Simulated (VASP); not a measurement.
A run of VASP 6.6.1 is set up as follows.

POSCAR

```
GaAs
1.0
    0.0000000000      2.8330831910      2.8330831910
    2.8330831910      0.0000000000      2.8330831910
    2.8330831910      2.8330831910      0.0000000000
Ga As
1 1
Direct
    0.0000000000      0.0000000000      0.0000000000
    0.2500000000      0.2500000000      0.2500000000
```

Contents of INCAR.step1:

```
SYSTEM = GaAs
ALGO = Normal
EDIFF = 1E-5
ENCUT = 550
GGA = PE
GGA_COMPAT = .FALSE.
ISMEAR = 0
ISYM = 0
LASPH = .TRUE.
LCHARG = .FALSE.
LREAL = .FALSE.
LWAVE = .TRUE.
NBANDS = 16
NELM = 120
PREC = Accurate
SIGMA = 0.01
```

INCAR.step2

```
SYSTEM = GaAs
ALGO = Normal
EDIFF = 1E-6
ENCUT = 550
GGA_COMPAT = .FALSE.
ISIF = 2
ISMEAR = 0
ISTART = 1
ISYM = 0
LASPH = .TRUE.
LCHARG = .TRUE.
LELF = .TRUE.
LMIXTAU = .TRUE.
LREAL = .FALSE.
LVHAR = .TRUE.
LWAVE = .FALSE.
METAGGA = R2SCAN
NBANDS = 16
NELM = 120
PREC = Accurate
SIGMA = 0.01
```

Contents of KPOINTS:

```
k-points
0
G
  6 6 6
  0 0 0
```

Potentials or basis: VASP PAW PBE potentials, release 64 (Ga_d, As).

The run is started by

```sh
$ cat potpaw_PBE.64/Ga_d/POTCAR potpaw_PBE.64/As/POTCAR > POTCAR
$ cp INCAR.step1 INCAR
$ mpirun -np 1 vasp_std > vasp.out
$ cp INCAR.step2 INCAR
$ mpirun -np 1 vasp_std > vasp.out
```

Task: What does it give for the band gap on the k mesh?

Result: 0.94 eV.

Task: What does it give for the pressure?

Result: 0.1 GPa.

Caveat: the PAW data sets were made with another functional, which shifts forces and pressure a little.

**What was measured.**

From “Evidence of valence band perturbations in GaAsN/GaAs(001): A combined variable-angle spectroscopic ellipsometry and modulated photoreflectance investigation”, 2008, arxiv:0805.2212, for a bulk crystal of GaAs at 300 K: band gap 1.412 ± 0.01 eV (direct).

Measured gap of GaAs: 1.412 eV (direct; 300 K; “Evidence of valence band perturbations in GaAsN/GaAs(001): A combined variable-angle spectroscopic ellipsometry and modulated photoreflectance investigation”, 2008, arxiv:0805.2212). This calculation gives 0.94 eV (-0.47 eV). 3 values of this kind are on record (1.412 to 1.51 eV); this one was drawn at random among those near their median, those with a stated uncertainty first. Spin-orbit coupling on As, Ga is left out. The value is that of r2SCAN on a finite k mesh, which can miss the band edges, without temperature or zero-point motion.
